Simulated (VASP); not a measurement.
Here is a VASP 6.6.1 calculation.

POSCAR

```
Ga2O3
1.0
    2.5670275364      1.4820740391      4.6150633403
   -2.5670275364      1.4820740391      4.6150633403
    0.0000000000     -2.9641480783      4.6150633403
Ga O
4 6
Direct
    0.8554937976      0.8554937976      0.8554937976
    0.3554937976      0.3554937976      0.3554937976
    0.1445062024      0.1445062024      0.1445062024
    0.6445062024      0.6445062024      0.6445062024
    0.4464898635      0.0535101365      0.7500000000
    0.0535101365      0.7500000000      0.4464898635
    0.5535101365      0.9464898635      0.2500000000
    0.2500000000      0.5535101365      0.9464898635
    0.9464898635      0.2500000000      0.5535101365
    0.7500000000      0.4464898635      0.0535101365
```

The input INCAR.step1:

```
SYSTEM = Ga2O3
  PREC = Accurate
  ENCUT = 520
  ISMEAR = 0
  SIGMA = 0.01
  LREAL = .FALSE.
  LASPH = .TRUE.
  NELM = 60
  NBANDS = 55
  GGA = PE
  ALGO = Normal
  EDIFF = 1E-4
  LWAVE = .TRUE.
  LCHARG = .FALSE.
```

INCAR.step2

```
SYSTEM = Ga2O3
  PREC = Accurate
  ENCUT = 520
  EDIFF = 1E-6
  ISMEAR = 0
  SIGMA = 0.01
  LREAL = .FALSE.
  LASPH = .TRUE.
  NELM = 60
  ALGO = Normal
  ISIF = 2
  LWAVE = .FALSE.
  LCHARG = .TRUE.
  METAGGA = R2SCAN
  LMIXTAU = .TRUE.
  LELF = .TRUE.
  LVHAR = .TRUE.
  NBANDS = 55
  ISTART = 1
```

Contents of KPOINTS:

```
Automatic mesh
0
G
  6 6 6
  0 0 0
```

Potentials or basis: VASP PAW PBE potentials, release 64 (Ga_d, O).

Launch:

```sh
$ cat potpaw_PBE.64/Ga_d/POTCAR potpaw_PBE.64/O/POTCAR > POTCAR
$ cp INCAR.step1 INCAR
$ mpirun -np 1 vasp_std > vasp.out
$ cp INCAR.step2 INCAR
$ mpirun -np 1 vasp_std > vasp.out
```

**Question.** Predict the pressure.

**Answer.** -15.9 GPa.

**Question.** What does it give for the largest force?

**Answer.** 0.028 eV/Å.

**Question.** Predict the band gap on the k mesh.

**Answer.** 2.59 eV (least direct gap 2.81 eV).

Forces on the atoms (eV/Å):
```
Ga   0.000  0.000 -0.020
Ga   0.000  0.000 -0.020
Ga   0.000  0.000  0.020
Ga   0.000  0.000  0.020
O    0.028  0.000  0.000
O   -0.014 -0.024  0.000
O   -0.028  0.000  0.000
O    0.014 -0.024  0.000
O    0.014  0.024  0.000
O   -0.014  0.024  0.000
```

Caveat: the cell differs from its parent crystal (strain +3.0%); the cell stands under tension; the PAW data sets were made with another functional, which shifts forces and pressure a little. A k mesh can miss the band edges.
